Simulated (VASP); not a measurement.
# SnO (Pmn2_1) in VASP: single point with PBE

Aim: the single point of SnO with PBE.

Program: VASP 6.6.1. These are calculated values, not measurements. Logs are shortened: lines on timing, memory, paths and dates and some standing lists are left out, and cuts for length are marked.

### Step 1. The cell of the first run

It takes space group Pmn2_1 (No. 31, orthorhombic). The conventional cell has a = 3.355 Å, b = 5.674 Å, c = 4.222 Å, α = 90.00°, β = 90.00°, γ = 90.00°. Within 2.8 Å of Sn (site symmetry m) lie 3 O at 2.15 to 2.16 Å. O (site symmetry m) has 3 Sn at 2.15 to 2.16 Å within 2.8 Å.

### Step 2. Single point, PBE

Contents of INCAR:

```
PREC = Accurate
ENCUT = 910
EDIFF = 1E-6
ISMEAR = 0
SIGMA = 0.05
LREAL = F
LASPH = T
NELM = 120
ALGO = Normal
ISIF = 2
LWAVE = F
LCHARG = F
GGA = PE
NBANDS = 28
GGA_COMPAT = F
```

Contents of KPOINTS:

```
Automatic mesh
0
Gamma
  12 8 10
```

Contents of POSCAR:

```
SnO
1.0
    3.3550050000      0.0000000000      0.0000000000
    0.0000000000      5.6741040000      0.0000000000
    0.0000000000      0.0000000000      4.2219700000
Sn O
2 2
Direct
    0.0000000000      0.2319090000      0.5131440000
    0.5000000000      0.7680910000      0.0131440000
    0.0000000000      0.8912500000      0.7368570000
    0.5000000000      0.1087500000      0.2368570000
```

Potentials or basis: VASP PAW PBE potentials, release 64 (Sn_d, O_h).

Started as:

```
cat potpaw_PBE.64/Sn_d/POTCAR potpaw_PBE.64/O_h/POTCAR > POTCAR
mpirun -np 1 vasp_std > vasp.out
```

OUTCAR:

```text
PREC = Accurate
   ENCUT = 910
   EDIFF = 1E-6
   ISMEAR = 0
   LREAL = F
   LASPH = T
   NELM = 120
   ISIF = 2
   GGA = PE

 ion  position               nearest neighbor table
   1  0.000  0.232  0.513-   3 2.15   4 2.16   4 2.16
   2  0.500  0.768  0.013-   4 2.15   3 2.16   3 2.16
   3  0.000  0.891  0.737-   1 2.15   2 2.16   2 2.16
   4  0.500  0.109  0.237-   2 2.15   1 2.16   1 2.16

  LATTYP: Found a simple orthorhombic cell.
 ALAT       =     3.3550050000
 B/A-ratio  =     1.2584094510
 C/A-ratio  =     1.6912356315

  Lattice vectors:

 A1 = (  -3.3550050000,   0.0000000000,   0.0000000000)
 A2 = (   0.0000000000,   0.0000000000,   4.2219700000)
 A3 = (   0.0000000000,   5.6741040000,   0.0000000000)

Analysis of symmetry for initial positions (statically):
=====================================================================
 Subroutine PRICEL returns:
 Original cell was already a primitive cell.

 Routine SETGRP: Setting up the symmetry group for a
 simple orthorhombic supercell.

 Subroutine GETGRP returns: Found  4 space group operations
 (whereof  2 operations were pure point group operations)
 out of a pool of  8 trial point group operations.

The static configuration has the point symmetry C_1h.
 The point group associated with its full space group is C_2v.

Analysis of symmetry for dynamics (positions and initial velocities):
=====================================================================
 Subroutine PRICEL returns:
 Original cell was already a primitive cell.

 Routine SETGRP: Setting up the symmetry group for a
 simple orthorhombic supercell.

 Subroutine GETGRP returns: Found  4 space group operations
 (whereof  2 operations were pure point group operations)
 out of a pool of  8 trial point group operations.

The dynamic configuration has the point symmetry C_1h.
 The point group associated with its full space group is C_2v.

 Subroutine INISYM returns: Found  4 space group operations
 (whereof  2 operations are pure point group operations),
 and found     1 'primitive' translations

----------------------------------------------------------------------------------------

                                     Primitive cell

  volume of cell :      80.3722

  direct lattice vectors                    reciprocal lattice vectors
     3.355005000  0.000000000  0.000000000     0.298062149  0.000000000  0.000000000
     0.000000000  5.674104000  0.000000000     0.000000000  0.176239279  0.000000000
     0.000000000  0.000000000  4.221970000     0.000000000  0.000000000  0.236856254

  length of vectors
     3.355005000  5.674104000  4.221970000     0.298062149  0.176239279  0.236856254

  position of ions in fractional coordinates (direct lattice)
     0.000000000  0.231909000  0.513144000
     0.500000000  0.768091000  0.013144000
     0.000000000  0.891250000  0.736857000
     0.500000000  0.108750000  0.236857000

  ion indices of the primitive-cell ions
   primitive index   ion index
                 1           1
                 2           2
                 3           3
                 4           4

----------------------------------------------------------------------------------------

 KPOINTS: Automatic mesh

Automatic generation of k-mesh.
 Grid dimensions read from file:
 generate k-points for:   12    8   10

 Generating k-lattice:

  Cartesian coordinates                     Fractional coordinates (reciprocal lattice)
     0.024838512  0.000000000  0.000000000     0.083333333  0.000000000  0.000000000
     0.000000000  0.022029910  0.000000000     0.000000000  0.125000000  0.000000000
     0.000000000  0.000000000  0.023685625     0.000000000  0.000000000  0.100000000

  Length of vectors
     0.024838512  0.022029910  0.023685625

  Shift w.r.t. Gamma in fractional coordinates (k-lattice)
     0.000000000  0.000000000  0.000000000

 Subroutine IBZKPT returns following result:
 ===========================================

 Found    210 irreducible k-points:

 Following reciprocal coordinates:
            Coordinates               Weight
  0.000000  0.000000  0.000000      1.000000
  0.083333  0.000000  0.000000      2.000000
  0.166667  0.000000  0.000000      2.000000
  0.250000  0.000000  0.000000      2.000000
  0.333333  0.000000  0.000000      2.000000
  0.416667  0.000000  0.000000      2.000000
[... 16 lines left out ...]
  0.083333  0.375000  0.000000      4.000000
  0.166667  0.375000  0.000000      4.000000
 [... further k-points ...]
   k-points           NKPTS =    210   k-points in BZ     NKDIM =    210   number of bands    NBANDS=     28
   number of dos      NEDOS =    301   number of ions     NIONS =      4
   total plane-waves  NPLWV =  84672
   dimension x,y,z NGX =    36 NGY =   56 NGZ =   42
   dimension x,y,z NGXF=    72 NGYF=  112 NGZF=   84
   ions per type =               2   2
   NGX,Y,Z   is equivalent  to a cutoff of  17.84, 16.41, 16.54 a.u.
   NGXF,Y,Z  is equivalent  to a cutoff of  35.68, 32.81, 33.08 a.u.
 SYSTEM =  unknown system
   PREC   = accura    normal or accurate (medium, high low for compatibility)
   ISTART =      0    job   : 0-new  1-cont  2-samecut
   ICHARG =      2    charge: 1-file 2-atom 10-const
   ISPIN  =      1    spin polarized calculation?
   LNONCOLLINEAR =      F non collinear calculations
   LSORBIT =      F    spin-orbit coupling
   LASPH  =      T    aspherical Exc in radial PAW
   ENCUT  =  910.0 eV  66.88 Ry    8.18 a.u.   8.25 13.96 10.38*2*pi/ulx,y,z
   NELM   =    120;   NELMIN=  2; NELMDL= -5     # of ELM steps
   EDIFF  = 0.1E-05   stopping-criterion for ELM
   LREAL  =      F    real-space projection
   EDIFFG = 0.1E-04   stopping-criterion for IOM
   NSW    =      0    number of steps for IOM
   IBRION =     -1    ionic relax: 0-MD 1-quasi-New 2-CG
   NFREE  =      0    steps in history (QN), initial steepest desc. (CG)
   ISIF   =      2    stress and relaxation
   ISYM   =      2    0-nonsym 1-usesym 2-fastsym
   POTIM  = 0.5000    time-step for ionic-motion
   TEBEG  =    0.0;   TEEND  =   0.0 temperature during run
   PSTRESS=    0.0 pullay stress
   NELECT =      40.0000    total number of electrons
   NUPDOWN=      -1.0000    fix difference up-down
   EMIN   =  10.00;   EMAX   =-10.00  energy-range for DOS
   EFERMI =   0.00;   METHOD = LEGACY
   ISMEAR =     0;   SIGMA  =   0.05  broadening in eV -4-tet -1-fermi 0-gaus
   EFERMI_NEDOS =   21; number of points for ismear=-14 and -15
   IALGO  =     38    algorithm
   IMIX   =      4    mixing-type and parameters
     AMIX     =   0.40;   BMIX     =  1.00
     AMIX_MAG =   1.60;   BMIX_MAG =  1.00
  volume/ion in A,a.u.               =      20.09       135.59
  Fermi-wavevector in a.u.,A,eV,Ry     =   1.297357  2.451650 22.900458  1.683136
  Thomas-Fermi vector in A             =   2.428755
   LORBIT       =      0    0 simple, 1 ext, 2 COOP (PROOUT), +10 PAW based schemes
   GGA     = PE    functional components
   LHFCALC =     F    Hartree Fock is set to
   AEXX    =    0.0000 exact exchange contribution
   IVDW    =     0    specifies the selected vdW correction
   LEPSILON=     F    determine dielectric tensor
   LRPA    =     F    only Hartree local field effects (RPA)
 non-spin polarized calculation
 Gauss-broadening in eV      SIGMA  =   0.05
  energy-cutoff  :      910.00
  volume of cell :       80.37
 maximum number of plane-waves:      5040
 NGX is ok and might be reduce to    36
   NGX = 17   NGY = 27   NGZ = 21

 number of electron      40.0000001 magnetization

 Free energy of the ion-electron system (eV)
  ---------------------------------------------------
  ext. energy  EPLUGINS =         0.00000000
  ---------------------------------------------------
  free energy    TOTEN  =       -22.46039138 eV

  energy without entropy =      -22.46039138  energy(sigma->0) =      -22.46039138

 E-fermi :   5.2669     XC(G=0):  -9.5377

 val. band max:        5.0443110778   @ k =   0.0000   0.0000   0.0000
 cond. band min:       6.4159412187   @ k =   0.4167   0.5000   0.0000
 fundamental gap:      1.3716301409
 Fermi energy:         5.2668804092

 k-point     1 :       0.0000    0.0000    0.0000
  band No.  band energies     occupation
      1     -16.1711      2.00000
      2     -15.8534      2.00000
      3     -15.7721      2.00000
      4     -15.7464      2.00000
      5     -15.7190      2.00000
      6     -15.6861      2.00000
[... 20 lines left out ...]
     27      13.8283      0.00000
     28      14.4256      0.00000

 k-point     2 :       0.0833    0.0000    0.0000
  band No.  band energies     occupation
      1     -16.1677      2.00000
      2     -15.8457      2.00000
      3     -15.7680      2.00000
      4     -15.7649      2.00000
      5     -15.7229      2.00000
      6     -15.6862      2.00000
[... 20 lines left out ...]
     27      13.8911      0.00000
     28      14.4949      0.00000

 k-point     3 :       0.1667    0.0000    0.0000
  band No.  band energies     occupation
      1     -16.1606      2.00000
      2     -15.8571      2.00000
      3     -15.7854      2.00000
      4     -15.7567      2.00000
      5     -15.7307      2.00000
      6     -15.6879      2.00000
[... 20 lines left out ...]
     27      13.7577      0.00000
     28      14.5959      0.00000

 k-point     4 :       0.2500    0.0000    0.0000
  band No.  band energies     occupation
      1     -16.1561      2.00000
      2     -15.9319      2.00000
      3     -15.7568      2.00000
      4     -15.7452      2.00000
      5     -15.7306      2.00000
      6     -15.6927      2.00000
[... 20 lines left out ...]
     27      13.4361      0.00000
     28      14.7188      0.00000

 k-point     5 :       0.3333    0.0000    0.0000
  band No.  band energies     occupation
      1     -16.1545      2.00000
      2     -16.0144      2.00000
      3     -15.7418      2.00000
      4     -15.7287      2.00000
      5     -15.7163      2.00000
      6     -15.6980      2.00000
[... 20 lines left out ...]
     27      13.2399      0.00000
     28      14.8591      0.00000

 k-point     6 :       0.4167    0.0000    0.0000
  band No.  band energies     occupation
      1     -16.1481      2.00000
      2     -16.0818      2.00000
      3     -15.7370      2.00000
      4     -15.7243      2.00000
      5     -15.7036      2.00000
      6     -15.6949      2.00000
[... 463 lines left out ...]
      5     -15.6954      2.00000
      6     -15.6954      2.00000
[... 20 lines left out ...]
     27      14.0447      0.00000
     28      14.0447      0.00000

 k-point    22 :       0.0000    0.3750    0.0000
  band No.  band energies     occupation
      1     -16.1643      2.00000
      2     -15.8570      2.00000
      3     -15.7664      2.00000
      4     -15.7437      2.00000
      5     -15.7217      2.00000
      6     -15.6931      2.00000
[... 20 lines left out ...]
     27      14.4138      0.00000
     28      15.0019      0.00000

 k-point    23 :       0.0833    0.3750    0.0000
  band No.  band energies     occupation
      1     -16.1617      2.00000
      2     -15.8485      2.00000
      3     -15.7645      2.00000
      4     -15.7627      2.00000
      5     -15.7240      2.00000
      6     -15.6920      2.00000
[... 20 lines left out ...]
     27      13.9486      0.00000
     28      15.1526      0.00000

 k-point    24 :       0.1667    0.3750    0.0000
  band No.  band energies     occupation
      1     -16.1572      2.00000
      2     -15.8568      2.00000
      3     -15.7895      2.00000
      4     -15.7539      2.00000
      5     -15.7274      2.00000
      6     -15.6920      2.00000
[... 20 lines left out ...]
     27      14.0167      0.00000
     28      15.1825      0.00000

 [... further k-points ...]

------------------------ aborting loop because EDIFF is reached ----------------------------------------

  FORCE on cell =-STRESS in cart. coord.  units (eV):
  Direction    XX          YY          ZZ          XY          YZ          ZX
  --------------------------------------------------------------------------------------
  -------------------------------------------------------------------------------------
  Total        0.1185203      0.2715620      0.2018033      0.0000000      0.0000000      0.0000000
  in kB        2.3626413      5.4134475      4.0228443      0.0000000      0.0000000      0.0000000
  external PRESSURE =       3.9329777 kB  Pullay stress =       0.0000000 kB

 VOLUME and BASIS-vectors are now :
 -----------------------------------------------------------------------------
  energy-cutoff  :      910.00
  volume of cell :       80.37
      direct lattice vectors                 reciprocal lattice vectors
     3.355005000  0.000000000  0.000000000     0.298062149  0.000000000  0.000000000
     0.000000000  5.674104000  0.000000000     0.000000000  0.176239279  0.000000000
     0.000000000  0.000000000  4.221970000     0.000000000  0.000000000  0.236856254

 POSITION                                       TOTAL-FORCE (eV/Angst)
 -----------------------------------------------------------------------------------
      0.00000      1.31588      2.16648         0.000000     -0.047281     -0.001380
      1.67750      4.35823      0.05549         0.000000      0.047281     -0.001380
      0.00000      5.05705      3.11099         0.000000      0.060455      0.001380
      1.67750      0.61706      1.00000         0.000000     -0.060455      0.001380
 -----------------------------------------------------------------------------------
    total drift:                                0.000000      0.000000      0.001652

  FREE ENERGIE OF THE ION-ELECTRON SYSTEM (eV)
  ---------------------------------------------------
  free  energy   TOTEN  =       -22.4603913778 eV

  energy  without entropy=      -22.4603913778  energy(sigma->0) =      -22.46039138
```

It took 8.1 min on 1 thread of Intel Xeon Platinum 8488C (Sapphire Rapids), shared host; peak memory 0.92 GiB.

What came out:

```
Free energy            : -22.4604 eV
Pressure               : 0.4 GPa
Largest force          : 0.060 eV/Å
Band gap on the k mesh : 1.37 eV (least direct gap 2.01 eV)
```

Forces on the atoms (eV/Å):
```
Sn   0.000 -0.047 -0.001
Sn   0.000  0.047 -0.001
O    0.000  0.060  0.001
O    0.000 -0.060  0.001
```

Levels at points of the mesh, in eV from the valence-band top:
```tsv
k point	band 16	band 17	band 18	band 19	band 20	band 21	band 22	band 23	band 24	band 25
(0.00, 0.00, 0.00)	-3.79	-3.46	-2.62	-2.04	0.00	2.68	3.18	5.91	5.92	8.04
(0.50, 0.00, 0.00)	-4.44	-2.57	-2.57	-1.24	-1.24	2.60	2.60	5.53	5.53	6.59
(0.00, 0.50, 0.00)	-4.03	-3.76	-2.64	-1.58	-1.37	3.36	3.91	4.86	5.07	6.91
(0.50, 0.50, 0.00)	-4.29	-2.64	-2.64	-0.89	-0.89	1.89	1.89	6.27	6.27	7.17
(0.00, 0.00, 0.50)	-3.39	-3.17	-3.17	-1.65	-1.65	2.69	2.69	5.24	5.24	7.97
(0.50, 0.00, 0.50)	-4.04	-3.13	-3.13	-1.07	-1.07	2.11	2.11	4.63	4.63	6.88
(0.00, 0.50, 0.50)	-3.17	-2.89	-2.89	-1.49	-1.49	1.93	1.93	6.01	6.01	7.86
(0.50, 0.50, 0.50)	-4.17	-3.40	-3.40	-0.43	-0.43	2.43	2.43	4.17	4.17	6.12
```

Caveat: the cutoff is under 1.25 times the usual one of these potentials, so pressure, stress and relaxed cells hold a basis-set (Pulay) error; spin-orbit coupling is left out, which moves the levels of the heavy elements.
